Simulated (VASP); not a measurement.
Write the native input for VASP 6.6.1 that does the following.

* Task: single point
* Functional: PBE
* Dispersion: D3(BJ)
* Potentials or basis: VASP PAW PBE potentials, release 64 (Se)
* Cutoff: 520 eV
* k mesh: 9 × 9 × 8
* Occupations: gaussian, width 0.05 eV
* Spin: no spin polarisation
* Dipole correction: no
* Further INCAR settings: ALGO = Normal; EDIFF = 1e-06; NBANDS = 16

The structure of Se lies in POSCAR:

```
Se
1.0
    4.0025012891      0.0000000000      0.0000000000
   -2.0012506446      3.4662677951      0.0000000000
    0.0000000000      0.0000000000      5.2973104561
Se
3
Direct
    0.2780715923      0.0000000000      0.3333333333
    0.0000000000      0.2780715923      0.6666666667
    0.7219284077      0.7219284077      0.0000000000
```

This cell differs from its parent crystal: atoms shifted along a free coordinate, c/a of the conventional cell at fixed volume 1.3235.

The input as run:

INCAR

```
PREC = Accurate
ENCUT = 520
EDIFF = 1E-6
ISMEAR = 0
SIGMA = 0.05
LREAL = False
LASPH = True
NELM = 100
ALGO = Normal
ISIF = 2
LWAVE = False
LCHARG = False
GGA = PE
IVDW = 12
NBANDS = 16
```

KPOINTS

```
Automatic mesh
0
Gamma
  9 9 8
```

Potentials or basis: VASP PAW PBE potentials, release 64 (Se).

The run is started by

```sh
$ cat potpaw_PBE.64/Se/POTCAR > POTCAR
$ mpirun -np 1 vasp_std > vasp.out
```

Results of the run:

```
Pressure                   : -4.9 GPa
Largest force              : 0.714 eV/Å
Band gap on the k mesh     : 0.22 eV
Dispersion energy per atom : -0.357 eV
```

Caveat: the cell stands under tension; semilocal functionals underestimate gaps, and a narrow one can read as zero.

It took 2.3 min on 1 thread of Intel Xeon 8259CL (shared host), peak memory 0.23 GiB.
